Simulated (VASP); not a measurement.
# NaAl18 in VASP: a series of runs

The runs below take NaAl18 through single point, with PBE.

Everything below comes from runs of VASP 6.6.1. Logs are shortened: lines on timing, memory, paths and dates and some standing lists are left out, and cuts for length are marked.

### Step 1. The cell of the first run

The cell holds a slab with vacuum, 19 atoms: a = 5.728 Å, b = 8.591 Å, c = 15.677 Å, α = 90.00°, β = 90.00°, γ = 60.00°.

### Step 2. Single point, PBE

Input file INCAR:

```
PREC = Accurate
ENCUT = 520
EDIFF = 1E-6
ISMEAR = -1
SIGMA = 0.1
LREAL = Auto
LASPH = True
NELM = 80
ALGO = Normal
ISIF = 2
LWAVE = False
LCHARG = True
GGA = PE
LELF = True
LVHAR = True
NBANDS = 46
```

Input file KPOINTS:

```
regular mesh
0
Gamma
  3 2 1
```

Input file POSCAR:

```
NaAl18
1.0
    5.7275650000      0.0000000000      0.0000000000
    4.2956740000      7.4403250000      0.0000000000
    0.0000000000      0.0000000000     15.6765370000
Al Na
18 1
Direct
    0.1666667000      0.1111111000      0.0637896000
    0.6666667000      0.1111111000      0.0637896000
    0.1666667000      0.4444444000      0.0637896000
    0.6666667000      0.4444444000      0.0637896000
    0.1666667000      0.7777778000      0.0637896000
    0.6666667000      0.7777778000      0.0637896000
   -0.1647123503      0.2212677300      0.2139068795
    0.3328684077      0.2212823655      0.2136105024
   -0.1659118408      0.5547638253      0.2136997107
    0.3328125281      0.5560469498      0.2143639371
   -0.1677662074      0.8900717311      0.2136631244
    0.3329892015      0.8896395652      0.2134598350
    0.0010498354     -0.0004789243      0.3648967585
    0.4984572532      0.0007774238      0.3640182877
   -0.0000380438      0.3329886731      0.3661413886
    0.5051736514      0.3267309705      0.3615485693
   -0.0081361343      0.6701902416      0.3616293168
    0.5030101811      0.6698028569      0.3614903437
    0.3353755524      0.5542661924      0.5235993207
```

Potentials or basis: VASP PAW PBE potentials, release 64 (Al, Na_pv).

Command:

```bash
$ cat potpaw_PBE.64/Al/POTCAR potpaw_PBE.64/Na_pv/POTCAR > POTCAR
$ mpirun -np 1 vasp_std > vasp.out
```

OUTCAR:

```text
PREC = Accurate
   ENCUT = 520
   EDIFF = 1E-6
   ISMEAR = -1
   LREAL = Auto
   LASPH = True
   NELM = 80
   ISIF = 2
   GGA = PE

 ion  position               nearest neighbor table
   1  0.167  0.111  0.064-   3 2.86   5 2.86   6 2.86   4 2.86   2 2.86   2 2.86   8 2.87  12 2.87
                             7 2.87
   2  0.667  0.111  0.064-   4 2.86   6 2.86   5 2.86   3 2.86   1 2.86   1 2.86  11 2.87   8 2.87
                             7 2.88
   3  0.167  0.444  0.064-   1 2.86   2 2.86   4 2.86   4 2.86   6 2.86   5 2.86   9 2.87   8 2.88
                            10 2.88
   4  0.667  0.444  0.064-   2 2.86   1 2.86   3 2.86   3 2.86   5 2.86   6 2.86   9 2.87   7 2.88
                            10 2.88
   5  0.167  0.778  0.064-   1 2.86   2 2.86   6 2.86   6 2.86   4 2.86   3 2.86  12 2.87  11 2.88
                            10 2.88
   6  0.667  0.778  0.064-   2 2.86   1 2.86   5 2.86   5 2.86   3 2.86   4 2.86  12 2.87  11 2.87
                             9 2.88
   7  0.835  0.221  0.214-  16 2.84  12 2.85   8 2.85  11 2.85   9 2.86   1 2.87  10 2.88   8 2.88
                             2 2.88   4 2.88  13 2.89  15 2.90
   8  0.333  0.221  0.214-  16 2.84  12 2.85   7 2.85  11 2.85   9 2.86   1 2.87  14 2.87   2 2.87
                            10 2.88   3 2.88   7 2.88  15 2.91
   9  0.834  0.555  0.214-  18 2.84  17 2.84   8 2.86   7 2.86  10 2.86  10 2.87   3 2.87   4 2.87
[... 4 lines left out ...]
                             9 2.88   5 2.88  14 2.88  13 2.89
  12  0.333  0.890  0.213-  18 2.84   8 2.85   7 2.85  11 2.86  11 2.87  10 2.87   1 2.87   6 2.87
                             5 2.87   9 2.87  14 2.88  13 2.89
  13  0.001  1.000  0.365-  16 2.83  14 2.85  18 2.85  17 2.86  15 2.86  14 2.87   7 2.89  12 2.89
                            11 2.89
  14  0.498  0.001  0.364-  16 2.82  18 2.83  17 2.83  13 2.85  15 2.85   8 2.87  13 2.87  12 2.88
                            11 2.88
  15  1.000  0.333  0.366-  14 2.85  13 2.86  16 2.86  16 2.87  18 2.87  17 2.87   7 2.90   9 2.90
                             8 2.91
  16  0.505  0.327  0.362-  14 2.82  13 2.83   7 2.84   8 2.84  15 2.86  15 2.87  10 2.87  18 2.94
                            17 2.95  19 3.05
  17  0.992  0.670  0.362-  18 2.80  14 2.83  11 2.84   9 2.84  13 2.86  10 2.86  15 2.87  18 2.93
                            16 2.95  19 3.06
  18  0.503  0.670  0.361-  17 2.80  14 2.83  12 2.84   9 2.84  13 2.85  10 2.86  15 2.87  17 2.93
                            16 2.94  19 3.05
  19  0.335  0.554  0.524-  18 3.05  16 3.05  17 3.06

  LATTYP: Found a simple monoclinic cell.
 ALAT       =     5.7275650000
 B/A-ratio  =     2.7370334514
 C/A-ratio  =     1.3228756151
 COS(beta)  =    -0.1889822093

  Lattice vectors:

 A1 = (   5.7275650000,   0.0000000000,   0.0000000000)
 A2 = (   0.0000000000,   0.0000000000, -15.6765370000)
 A3 = (  -1.4318910000,   7.4403250000,   0.0000000000)

Analysis of symmetry for initial positions (statically):
=====================================================================
 Subroutine PRICEL returns:
 Original cell was already a primitive cell.

 Routine SETGRP: Setting up the symmetry group for a
 simple monoclinic supercell.

 Subroutine GETGRP returns: Found  1 space group operations
 (whereof  1 operations were pure point group operations)
 out of a pool of  4 trial point group operations.

The static configuration has the point symmetry C_1 .

Analysis of symmetry for dynamics (positions and initial velocities):
=====================================================================
 Subroutine PRICEL returns:
 Original cell was already a primitive cell.

 Routine SETGRP: Setting up the symmetry group for a
 simple monoclinic supercell.

 Subroutine GETGRP returns: Found  1 space group operations
 (whereof  1 operations were pure point group operations)
 out of a pool of  4 trial point group operations.

The dynamic configuration has the point symmetry C_1 .

 Subroutine INISYM returns: Found  1 space group operations
 (whereof  1 operations are pure point group operations),
 and found     1 'primitive' translations

----------------------------------------------------------------------------------------

                                     Primitive cell
[... 77 lines left out ...]
|           W    W    AA    RRRRR   N    N  II  N    N   GGGG   !!!           |
|           W    W   A  A   R    R  NN   N  II  NN   N  G    G  !!!           |
|           W    W  A    A  R    R  N N  N  II  N N  N  G       !!!           |
|           W WW W  AAAAAA  RRRRR   N  N N  II  N  N N  G  GGG   !            |
|           WW  WW  A    A  R   R   N   NN  II  N   NN  G    G                |
|           W    W  A    A  R    R  N    N  II  N    N   GGGG   !!!           |
|                                                                             |
|     Your reciprocal lattice and k-lattice belong to different lattice       |
|     classes:                                                                |
|                                                                             |
|        The reciprocal lattice is simple monoclinic,                         |
|        whereas your k-lattice is hexagonal.                                 |
|                                                                             |
|     Results are often still useful ...                                      |
|                                                                             |
 -----------------------------------------------------------------------------

 Subroutine IBZKPT returns following result:
 ===========================================

 Found      4 irreducible k-points:

 Following reciprocal coordinates:
            Coordinates               Weight
  0.000000  0.000000  0.000000      1.000000
  0.333333  0.000000  0.000000      2.000000
  0.000000  0.500000  0.000000      1.000000
  0.333333  0.500000  0.000000      2.000000
   k-points           NKPTS =      4   k-points in BZ     NKDIM =      4   number of bands    NBANDS=     46
   number of dos      NEDOS =    301   number of ions     NIONS =     19
   total plane-waves  NPLWV = 368640
   dimension x,y,z NGX =    48 NGY =   64 NGZ =  120
   dimension x,y,z NGXF=    96 NGYF=  128 NGZF=  240
   ions per type =              18   1
   NGX,Y,Z   is equivalent  to a cutoff of  13.93, 12.38, 12.73 a.u.
   NGXF,Y,Z  is equivalent  to a cutoff of  27.86, 24.77, 25.45 a.u.
 SYSTEM =  unknown system
   PREC   = accura    normal or accurate (medium, high low for compatibility)
   ISTART =      0    job   : 0-new  1-cont  2-samecut
   ICHARG =      2    charge: 1-file 2-atom 10-const
   ISPIN  =      1    spin polarized calculation?
   LNONCOLLINEAR =      F non collinear calculations
   LSORBIT =      F    spin-orbit coupling
   LASPH  =      T    aspherical Exc in radial PAW
   ENCUT  =  520.0 eV  38.22 Ry    6.18 a.u.  10.65 15.97 29.15*2*pi/ulx,y,z
   NELM   =     80;   NELMIN=  2; NELMDL= -5     # of ELM steps
   EDIFF  = 0.1E-05   stopping-criterion for ELM
   LREAL  =      T    real-space projection
   EDIFFG = 0.1E-04   stopping-criterion for IOM
   NSW    =      0    number of steps for IOM
   IBRION =     -1    ionic relax: 0-MD 1-quasi-New 2-CG
   NFREE  =      0    steps in history (QN), initial steepest desc. (CG)
   ISIF   =      2    stress and relaxation
   ISYM   =      2    0-nonsym 1-usesym 2-fastsym
   POTIM  = 0.5000    time-step for ionic-motion
   TEBEG  =    0.0;   TEEND  =   0.0 temperature during run
   PSTRESS=    0.0 pullay stress
   NELECT =      61.0000    total number of electrons
   NUPDOWN=      -1.0000    fix difference up-down
   EMIN   =  10.00;   EMAX   =-10.00  energy-range for DOS
   EFERMI =   0.00;   METHOD = LEGACY
   ISMEAR =    -1;   SIGMA  =   0.10  broadening in eV -4-tet -1-fermi 0-gaus
   EFERMI_NEDOS =   21; number of points for ismear=-14 and -15
   IALGO  =     38    algorithm
   IMIX   =      4    mixing-type and parameters
     AMIX     =   0.40;   BMIX     =  1.00
     AMIX_MAG =   1.60;   BMIX_MAG =  1.00
  volume/ion in A,a.u.               =      35.16       237.28
  Fermi-wavevector in a.u.,A,eV,Ry     =   0.737192  1.393091  7.394119  0.543452
  Thomas-Fermi vector in A             =   1.830814
   LORBIT       =      0    0 simple, 1 ext, 2 COOP (PROOUT), +10 PAW based schemes
   GGA     = PE    functional components
[... 5 lines left out ...]
 non-spin polarized calculation
  energy-cutoff  :      520.00
  volume of cell :      668.05
 maximum number of plane-waves:     17998
 NGX is ok and might be reduce to    42
   NGX = 21   NGY = 31   NGZ = 59

 number of electron      60.9999994 magnetization

 Free energy of the ion-electron system (eV)
  ---------------------------------------------------
  ext. energy  EPLUGINS =         0.00000000
  ---------------------------------------------------
  free energy    TOTEN  =       -65.22776475 eV

  energy without entropy =      -64.81099573  energy(sigma->0) =      -65.01938024

 E-fermi :   1.9432     XC(G=0):  -5.9933

 val. band max:        1.9030075193   @ k =   0.0000   0.0000   0.0000
 cond. band min:       2.0241320206   @ k =   0.3333   0.0000   0.0000
 fundamental gap:      0.1211245013
 Fermi energy:         1.9432023059

 k-point     1 :       0.0000    0.0000    0.0000
  band No.  band energies     occupation
      1     -23.8239      2.00000
      2     -23.8233      2.00000
      3     -23.8231      2.00000
      4      -8.3392      2.00000
      5      -6.6341      2.00000
      6      -5.7115      2.00000
[... 169 lines left out ...]
     41       4.3725      0.00000
     42       4.4046      0.00000
 [bands above 42 left out]

------------------------ aborting loop because EDIFF is reached ----------------------------------------

  FORCE on cell =-STRESS in cart. coord.  units (eV):
  Direction    XX          YY          ZZ          XY          YZ          ZX
  --------------------------------------------------------------------------------------
  -------------------------------------------------------------------------------------
  Total       -5.3040765     -5.3275252     -0.2827697      0.0136922     -0.0196352     -0.0013746
  in kB      -12.7206206    -12.7768569     -0.6781589      0.0328376     -0.0470905     -0.0032967
  external PRESSURE =      -8.7252122 kB  Pullay stress =       0.0000000 kB

 VOLUME and BASIS-vectors are now :
 -----------------------------------------------------------------------------
  energy-cutoff  :      520.00
  volume of cell :      668.05
      direct lattice vectors                 reciprocal lattice vectors
     5.727565000  0.000000000  0.000000000     0.174594265 -0.100802054  0.000000000
     4.295674000  7.440325000  0.000000000     0.000000000  0.134402731  0.000000000
     0.000000000  0.000000000 15.676537000     0.000000000  0.000000000  0.063789598

 POSITION                                       TOTAL-FORCE (eV/Angst)
 -----------------------------------------------------------------------------------
      1.43189      0.82670      1.00000         0.002875     -0.019224     -0.038802
      4.29567      0.82670      1.00000        -0.000131      0.000023     -0.009828
      2.86378      3.30681      1.00000         0.009435     -0.010763      0.026029
      5.72757      3.30681      1.00000        -0.012847     -0.004442      0.017723
      4.29567      5.78692      1.00000         0.008687      0.018129      0.022811
      7.15946      5.78692      1.00000        -0.008114      0.018626     -0.008028
[... 11 lines left out ...]
      5.75828      4.98355      5.66692        -0.002449     -0.000765      0.002058
      4.30183      4.12392      8.20822        -0.000045     -0.003294     -0.000921
 -----------------------------------------------------------------------------------
    total drift:                               -0.006111      0.003054     -0.011977

  FREE ENERGIE OF THE ION-ELECTRON SYSTEM (eV)
  ---------------------------------------------------
  free  energy   TOTEN  =       -65.2277647514 eV

  energy  without entropy=      -64.8109957268  energy(sigma->0) =      -65.01938024
```

Run time: 2.4 min. Hardware: 1 thread of Intel Xeon 6975P-C (Granite Rapids), shared host; peak memory 0.7 GiB.

What came out:

```yaml
Free_energy: -65.2278 eV
Largest_force: 0.043 eV/Å
```

Forces in eV/Å, atoms in the order of the input:
```
Al   0.003 -0.019 -0.039
Al   0.000  0.000 -0.010
Al   0.009 -0.011  0.026
Al  -0.013 -0.004  0.018
Al   0.009  0.018  0.023
Al  -0.008  0.019 -0.008
Al   0.000 -0.001 -0.003
Al   0.000 -0.002 -0.007
Al   0.001  0.001 -0.003
Al   0.001  0.002 -0.004
Al   0.001  0.000 -0.006
Al   0.001  0.001 -0.010
Al   0.000  0.000  0.007
Al   0.000  0.004  0.005
Al  -0.002 -0.001  0.006
Al   0.001 -0.005  0.002
Al   0.001  0.004  0.002
Al  -0.002 -0.001  0.002
Na   0.000 -0.003 -0.001
```

Caveat: the k points lie up to 0.42 Å⁻¹ apart.

(Continued in part 2 of 2.)
